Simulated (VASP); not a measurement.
# MgI2 (P1) in VASP: further runs

The runs below take MgI2 through single point, with PBE.

Program: VASP 6.6.1. These are calculated values, not measurements. Logs are shortened: lines on timing, memory, paths and dates and some standing lists are left out, and cuts for length are marked.

## (1) The cell of the first run

The typed cell holds 3 atoms: a = 4.154 Å, b = 4.154 Å, c = 6.862 Å, α = 90.00°, β = 90.00°, γ = 120.00°.

## (2) Single point, PBE (all Mg atoms moved +0.263 Å, as atom 1 along Cartesian [1 1 0])

INCAR

```
SYSTEM = MgI2
PREC = Accurate
ENCUT = 520
EDIFF = 1E-7
ISMEAR = 0
SIGMA = 0.05
LREAL = .FALSE.
LASPH = .TRUE.
NELM = 100
ALGO = Normal
ISIF = 2
LWAVE = .FALSE.
LCHARG = .FALSE.
GGA = PE
NBANDS = 15
```

KPOINTS

```
regular mesh
0
G
  6 6 4
  0 0 0
```

POSCAR

```
MgI2
1.0
    4.1537001214      0.0000000000      0.0000000000
   -2.0768500607      3.5972098248      0.0000000000
    0.0000000000      0.0000000000      6.8620000000
Mg I
1 2
Direct
    0.0704867221      0.0515998619      0.0000000000
    0.3333333333      0.6666666667      0.7576300000
    0.6666666667      0.3333333333      0.2423700000
```

Potentials or basis: VASP PAW PBE potentials, release 64 (Mg, I).

Command:

```sh
$ cat potpaw_PBE.64/Mg/POTCAR potpaw_PBE.64/I/POTCAR > POTCAR
$ mpirun -np 1 vasp_std > vasp.out
```

OUTCAR:

```text
SYSTEM = MgI2
   PREC = Accurate
   ENCUT = 520
   EDIFF = 1E-7
   ISMEAR = 0
   LREAL = .FALSE.
   LASPH = .TRUE.
   NELM = 100
   ISIF = 2
   GGA = PE

 ion  position               nearest neighbor table
   1  0.070  0.052  0.000-   3 2.71   2 2.77   2 2.87   3 2.99   3 3.08   2 3.13
   2  0.333  0.667  0.758-   1 2.77   1 2.87   1 3.13
   3  0.667  0.333  0.242-   1 2.71   1 2.99   1 3.08

  LATTYP: Found a hexagonal cell.
 ALAT       =     4.1537001214
 C/A-ratio  =     1.6520210413

  Lattice vectors:

 A1 = (   4.1537001214,   0.0000000000,   0.0000000000)
 A2 = (  -2.0768500607,   3.5972098248,   0.0000000000)
 A3 = (   0.0000000000,   0.0000000000,   6.8620000000)

Analysis of symmetry for initial positions (statically):
=====================================================================
 Subroutine PRICEL returns:
 Original cell was already a primitive cell.

 Routine SETGRP: Setting up the symmetry group for a
 hexagonal supercell.

 Subroutine GETGRP returns: Found  1 space group operations
 (whereof  1 operations were pure point group operations)
 out of a pool of 24 trial point group operations.

The static configuration has the point symmetry C_1 .

Analysis of symmetry for dynamics (positions and initial velocities):
=====================================================================
 Subroutine PRICEL returns:
 Original cell was already a primitive cell.

 Routine SETGRP: Setting up the symmetry group for a
 hexagonal supercell.

 Subroutine GETGRP returns: Found  1 space group operations
 (whereof  1 operations were pure point group operations)
 out of a pool of 24 trial point group operations.

The dynamic configuration has the point symmetry C_1 .

 Subroutine INISYM returns: Found  1 space group operations
 (whereof  1 operations are pure point group operations),
 and found     1 'primitive' translations

----------------------------------------------------------------------------------------

                                     Primitive cell

  volume of cell :     102.5302

  direct lattice vectors                    reciprocal lattice vectors
     4.153700121  0.000000000  0.000000000     0.240749205  0.138996618  0.000000000
    -2.076850061  3.597209825  0.000000000     0.000000000  0.277993236  0.000000000
     0.000000000  0.000000000  6.862000000     0.000000000  0.000000000  0.145730108

  length of vectors
     4.153700121  4.153700121  6.862000000     0.277993236  0.277993236  0.145730108

  position of ions in fractional coordinates (direct lattice)
     0.070486722  0.051599862  0.000000000
     0.333333333  0.666666667  0.757630000
     0.666666667  0.333333333  0.242370000

  ion indices of the primitive-cell ions
   primitive index   ion index
                 1           1
                 2           2
                 3           3

----------------------------------------------------------------------------------------

 KPOINTS: regular mesh

Automatic generation of k-mesh.
 Grid dimensions read from file:
 generate k-points for:    6    6    4

 Generating k-lattice:

  Cartesian coordinates                     Fractional coordinates (reciprocal lattice)
     0.040124867  0.023166103  0.000000000     0.166666667 -0.000000000  0.000000000
     0.000000000  0.046332206  0.000000000     0.000000000  0.166666667  0.000000000
     0.000000000  0.000000000  0.036432527     0.000000000  0.000000000  0.250000000

  Length of vectors
     0.046332206  0.046332206  0.036432527

  Shift w.r.t. Gamma in fractional coordinates (k-lattice)
     0.000000000  0.000000000  0.000000000

 Subroutine IBZKPT returns following result:
 ===========================================

 Found     76 irreducible k-points:

 Following reciprocal coordinates:
            Coordinates               Weight
  0.000000  0.000000  0.000000      1.000000
  0.166667  0.000000  0.000000      2.000000
  0.000000  0.166667  0.000000      2.000000
 -0.166667  0.166667  0.000000      2.000000
  0.333333  0.000000  0.000000      2.000000
  0.000000  0.333333  0.000000      2.000000
[... 16 lines left out ...]
  0.000000  0.166667  0.250000      2.000000
 -0.166667  0.166667  0.250000      2.000000
 [... further k-points ...]
   k-points           NKPTS =     76   k-points in BZ     NKDIM =     76   number of bands    NBANDS=     15
   number of dos      NEDOS =    301   number of ions     NIONS =      3
   total plane-waves  NPLWV =  55296
   dimension x,y,z NGX =    32 NGY =   32 NGZ =   54
   dimension x,y,z NGXF=    64 NGYF=   64 NGZF=  108
   ions per type =               1   2
   NGX,Y,Z   is equivalent  to a cutoff of  12.81, 12.81, 13.08 a.u.
   NGXF,Y,Z  is equivalent  to a cutoff of  25.62, 25.62, 26.17 a.u.
 SYSTEM =  MgI2
   PREC   = accura    normal or accurate (medium, high low for compatibility)
   ISTART =      0    job   : 0-new  1-cont  2-samecut
   ICHARG =      2    charge: 1-file 2-atom 10-const
   ISPIN  =      1    spin polarized calculation?
   LNONCOLLINEAR =      F non collinear calculations
   LSORBIT =      F    spin-orbit coupling
   LASPH  =      T    aspherical Exc in radial PAW
   ENCUT  =  520.0 eV  38.22 Ry    6.18 a.u.   7.72  7.72 12.76*2*pi/ulx,y,z
   NELM   =    100;   NELMIN=  2; NELMDL= -5     # of ELM steps
   EDIFF  = 0.1E-06   stopping-criterion for ELM
   LREAL  =      F    real-space projection
   EDIFFG = 0.1E-05   stopping-criterion for IOM
   NSW    =      0    number of steps for IOM
   IBRION =     -1    ionic relax: 0-MD 1-quasi-New 2-CG
   NFREE  =      0    steps in history (QN), initial steepest desc. (CG)
   ISIF   =      2    stress and relaxation
   ISYM   =      2    0-nonsym 1-usesym 2-fastsym
   POTIM  = 0.5000    time-step for ionic-motion
   TEBEG  =    0.0;   TEEND  =   0.0 temperature during run
   PSTRESS=    0.0 pullay stress
   NELECT =      16.0000    total number of electrons
   NUPDOWN=      -1.0000    fix difference up-down
   EMIN   =  10.00;   EMAX   =-10.00  energy-range for DOS
   EFERMI =   0.00;   METHOD = LEGACY
   ISMEAR =     0;   SIGMA  =   0.05  broadening in eV -4-tet -1-fermi 0-gaus
   EFERMI_NEDOS =   21; number of points for ismear=-14 and -15
   IALGO  =     38    algorithm
   IMIX   =      4    mixing-type and parameters
     AMIX     =   0.40;   BMIX     =  1.00
     AMIX_MAG =   1.60;   BMIX_MAG =  1.00
  volume/ion in A,a.u.               =      34.18       230.64
  Fermi-wavevector in a.u.,A,eV,Ry     =   0.881382  1.665571 10.569477  0.776835
  Thomas-Fermi vector in A             =   2.001871
   LORBIT       =      0    0 simple, 1 ext, 2 COOP (PROOUT), +10 PAW based schemes
   GGA     = PE    functional components
   LHFCALC =     F    Hartree Fock is set to
   AEXX    =    0.0000 exact exchange contribution
   IVDW    =     0    specifies the selected vdW correction
   LEPSILON=     F    determine dielectric tensor
   LRPA    =     F    only Hartree local field effects (RPA)
 non-spin polarized calculation
 Gauss-broadening in eV      SIGMA  =   0.05
  energy-cutoff  :      520.00
  volume of cell :      102.53
 maximum number of plane-waves:      2798
   NGX = 15   NGY = 15   NGZ = 25

 number of electron      16.0000001 magnetization

 Free energy of the ion-electron system (eV)
  ---------------------------------------------------
  ext. energy  EPLUGINS =         0.00000000
  ---------------------------------------------------
  free energy    TOTEN  =        -7.60631603 eV

  energy without entropy =       -7.60631603  energy(sigma->0) =       -7.60631603

 E-fermi :   2.6061     XC(G=0):  -8.2071

 val. band max:        2.3294013568   @ k =   0.0000   0.0000   0.0000
 cond. band min:       5.8202549319   @ k =   0.5000   0.5000   0.2500
 fundamental gap:      3.4908535751
 Fermi energy:         2.6060754778

 k-point     1 :       0.0000    0.0000    0.0000
  band No.  band energies     occupation
      1      -9.7829      2.00000
      2      -9.0664      2.00000
      3      -1.2379      2.00000
      4       1.7741      2.00000
      5       1.7851      2.00000
      6       2.2652      2.00000
      7       2.2774      2.00000
      8       2.3294      2.00000
      9       6.0064      0.00000
     10       7.0502      0.00000
     11       9.0045      0.00000
     12       9.0731      0.00000
     13       9.7670      0.00000
     14      10.4746      0.00000
     15      10.5429      0.00000

 k-point     2 :       0.1667    0.0000    0.0000
  band No.  band energies     occupation
      1      -9.6423      2.00000
      2      -8.9958      2.00000
      3      -1.0456      2.00000
      4       0.8298      2.00000
      5       1.4040      2.00000
      6       1.5042      2.00000
      7       2.1821      2.00000
      8       2.2158      2.00000
      9       6.8634      0.00000
     10       7.6873      0.00000
     11       8.5334      0.00000
     12       9.3764      0.00000
     13       9.5602      0.00000
     14      10.3377      0.00000
     15      10.8313      0.00000

 k-point     3 :       0.0000    0.1667    0.0000
  band No.  band energies     occupation
      1      -9.6420      2.00000
      2      -8.9958      2.00000
      3      -1.0456      2.00000
      4       0.8265      2.00000
      5       1.3647      2.00000
      6       1.5395      2.00000
      7       2.1618      2.00000
      8       2.2446      2.00000
      9       6.8601      0.00000
     10       7.7020      0.00000
     11       8.4985      0.00000
     12       9.3809      0.00000
     13       9.5959      0.00000
     14      10.3200      0.00000
     15      10.8252      0.00000

 k-point     4 :      -0.1667    0.1667    0.0000
  band No.  band energies     occupation
      1      -9.6418      2.00000
      2      -8.9958      2.00000
      3      -1.0456      2.00000
      4       0.8249      2.00000
      5       1.3321      2.00000
      6       1.5671      2.00000
      7       2.1505      2.00000
      8       2.2634      2.00000
      9       6.8577      0.00000
     10       7.7193      0.00000
     11       8.4620      0.00000
     12       9.3747      0.00000
     13       9.6420      0.00000
     14      10.3022      0.00000
     15      10.8223      0.00000
[... 307 lines left out ...]
 k-point    22 :       0.1667    0.0000    0.2500
  band No.  band energies     occupation
      1      -9.5839      2.00000
      2      -9.0727      2.00000
      3      -0.8054      2.00000
      4       0.8809      2.00000
      5       1.2215      2.00000
      6       1.5551      2.00000
      7       1.9340      2.00000
      8       2.1226      2.00000
      9       6.8457      0.00000
     10       7.9231      0.00000
     11       8.8897      0.00000
     12       9.3182      0.00000
     13       9.5148      0.00000
     14      10.0551      0.00000
     15      10.6313      0.00000

 k-point    23 :       0.0000    0.1667    0.2500
  band No.  band energies     occupation
      1      -9.5834      2.00000
      2      -9.0731      2.00000
      3      -0.7838      2.00000
      4       0.7414      2.00000
      5       1.2919      2.00000
      6       1.5899      2.00000
      7       1.9372      2.00000
      8       2.1403      2.00000
      9       7.0479      0.00000
     10       7.7938      0.00000
     11       8.5296      0.00000
     12       9.2790      0.00000
     13       9.4429      0.00000
     14      10.0993      0.00000
     15      11.0132      0.00000

 k-point    24 :      -0.1667    0.1667    0.2500
  band No.  band energies     occupation
      1      -9.5838      2.00000
      2      -9.0722      2.00000
      3      -0.8161      2.00000
      4       0.9427      2.00000
      5       1.1454      2.00000
      6       1.5827      2.00000
      7       1.8883      2.00000
      8       2.1674      2.00000
      9       6.8479      0.00000
     10       7.9666      0.00000
     11       8.7986      0.00000
     12       9.1691      0.00000
     13       9.7161      0.00000
     14      10.0247      0.00000
     15      10.6748      0.00000

 [... further k-points ...]

------------------------ aborting loop because EDIFF is reached ----------------------------------------

  FORCE on cell =-STRESS in cart. coord.  units (eV):
  Direction    XX          YY          ZZ          XY          YZ          ZX
  --------------------------------------------------------------------------------------
  -------------------------------------------------------------------------------------
  Total        1.0943285      1.0783464      1.4214492      0.1535603      0.0022670      0.4371563
  in kB       17.1004163     16.8506727     22.2121351      2.3995944      0.0354257      6.8311790
  external PRESSURE =      18.7210747 kB  Pullay stress =       0.0000000 kB

 VOLUME and BASIS-vectors are now :
 -----------------------------------------------------------------------------
  energy-cutoff  :      520.00
  volume of cell :      102.53
      direct lattice vectors                 reciprocal lattice vectors
     4.153700121  0.000000000  0.000000000     0.240749205  0.138996618  0.000000000
    -2.076850061  3.597209825  0.000000000     0.000000000  0.277993236  0.000000000
     0.000000000  0.000000000  6.862000000     0.000000000  0.000000000  0.145730108

 POSITION                                       TOTAL-FORCE (eV/Angst)
 -----------------------------------------------------------------------------------
      0.18562      0.18562      0.00000        -0.495520     -0.494495     -0.049904
     -0.00000      2.39814      5.19886         0.116577      0.246589     -0.164307
      2.07685      1.19907      1.66314         0.378943      0.247906      0.214210
 -----------------------------------------------------------------------------------
    total drift:                               -0.000120     -0.000120     -0.000002

  FREE ENERGIE OF THE ION-ELECTRON SYSTEM (eV)
  ---------------------------------------------------
  free  energy   TOTEN  =        -7.6063160338 eV

  energy  without entropy=       -7.6063160338  energy(sigma->0) =       -7.60631603
```

Run time: 65 s. Hardware: 1 thread of Intel Xeon 6975P-C (Granite Rapids), shared host; peak memory 0.3 GiB.

Results:

* Free energy: -7.6063 eV
* Pressure: 1.9 GPa
* Largest force: 0.702 eV/Å
* Band gap on the k mesh: 3.49 eV, indirect (least direct gap 3.68 eV)

Forces in eV/Å, atoms in the order of the input:
```
Mg  -0.496 -0.494 -0.050
I    0.117  0.247 -0.164
I    0.379  0.248  0.214
```

Stress tensor (GPa, compression positive):
```
1.71 0.24 0.68
0.24 1.69 0.00
0.68 0.00 2.22
```

Caveat: the cell differs from its parent crystal (all Mg atoms moved +0.263 Å, as atom 1 along Cartesian [1 1 0]); spin-orbit coupling is left out, which moves the levels of the heavy elements. A k mesh can miss the band edges.

## (3) Single point, PBE (all Mg atoms moved +0.188 Å, as atom 1 along Cartesian [1 1 0])

INCAR

```
SYSTEM = MgI2
PREC     = Accurate       ! precision mode
ENCUT    = 520            ! plane-wave cutoff, eV
EDIFF    = 1E-6           ! SCF threshold, eV
ISMEAR   = 0              ! smearing method
SIGMA    = 0.05           ! smearing width, eV
LREAL    = .False.        ! projectors in reciprocal space
LASPH    = .True.         ! aspherical terms in the spheres
NELM     = 60             ! most SCF steps
ALGO     = Normal         ! electronic algorithm
ISIF     = 2              ! what is computed and relaxed
LWAVE    = .False.        ! write WAVECAR
LCHARG   = .False.        ! write CHGCAR
GGA      = PE             ! functional
NBANDS   = 15             ! bands
```

KPOINTS

```
regular mesh
0
Gamma
  6 6 4
  0 0 0
```

POSCAR: that of step 2 with these lines changed.

```diff
@@ -8,3 +8,3 @@
 Direct
-    0.0704867221      0.0515998619      0.0000000000
+    0.0503476587      0.0368570442      0.0000000000
     0.3333333333      0.6666666667      0.7576300000
```

Potentials or basis: VASP PAW PBE potentials, release 64 (Mg, I).

Command:

```sh
$ cat potpaw_PBE.64/Mg/POTCAR potpaw_PBE.64/I/POTCAR > POTCAR
$ mpirun -np 1 vasp_std > vasp.out
```

It took 55 s on 1 thread of Intel Xeon 6975P-C (Granite Rapids), shared host; peak memory 0.3 GiB.

It converged, with:

| Quantity | Value |
| --- | --- |
| Free energy | -7.6507 eV |
| Pressure | 1.5 GPa |
| Largest force | 0.486 eV/Å |
| Band gap on the k mesh | 3.50 eV, indirect (least direct gap 3.68 eV) |

Forces on the atoms (eV/Å):
```
Mg  -0.344 -0.344 -0.018
I    0.105  0.172 -0.101
I    0.238  0.172  0.119
```

Stress tensor (GPa, compression positive):
```
1.42 0.12 0.35
0.12 1.41 0.00
0.35 0.00 1.80
```

Levels at points of the mesh, in eV from the valence-band top:
```csv
k point,band 4,band 5,band 6,band 7,band 8,band 9,band 10,band 11,band 12,band 13
"(0.00, 0.00, 0.00)",-0.52,-0.51,-0.08,-0.07,0.00,3.68,4.73,6.67,6.71,7.45
"(0.50, 0.00, 0.00)",-2.82,-1.89,-1.42,-0.93,-0.47,3.62,5.27,5.55,6.93,8.02
"(0.00, 0.50, 0.00)",-2.83,-1.89,-1.41,-0.93,-0.47,3.61,5.29,5.53,6.96,8.01
"(0.50, 0.50, 0.00)",-2.84,-1.90,-1.41,-0.93,-0.46,3.60,5.32,5.50,6.99,8.00
"(0.00, 0.00, 0.50)",-1.47,-0.43,-0.42,-0.16,-0.15,4.61,4.83,6.49,6.54,7.80
"(0.50, 0.00, 0.50)",-3.21,-1.25,-1.15,-0.82,-0.71,3.53,5.19,5.64,6.10,7.72
"(0.00, 0.50, 0.50)",-3.21,-1.24,-1.16,-0.82,-0.70,3.53,5.19,5.64,6.09,7.75
"(0.50, 0.50, 0.50)",-3.22,-1.23,-1.18,-0.82,-0.69,3.52,5.19,5.64,6.08,7.79
```

Caveat: the cell differs from its parent crystal (all Mg atoms moved +0.188 Å, as atom 1 along Cartesian [1 1 0]); spin-orbit coupling is left out, which moves the levels of the heavy elements.
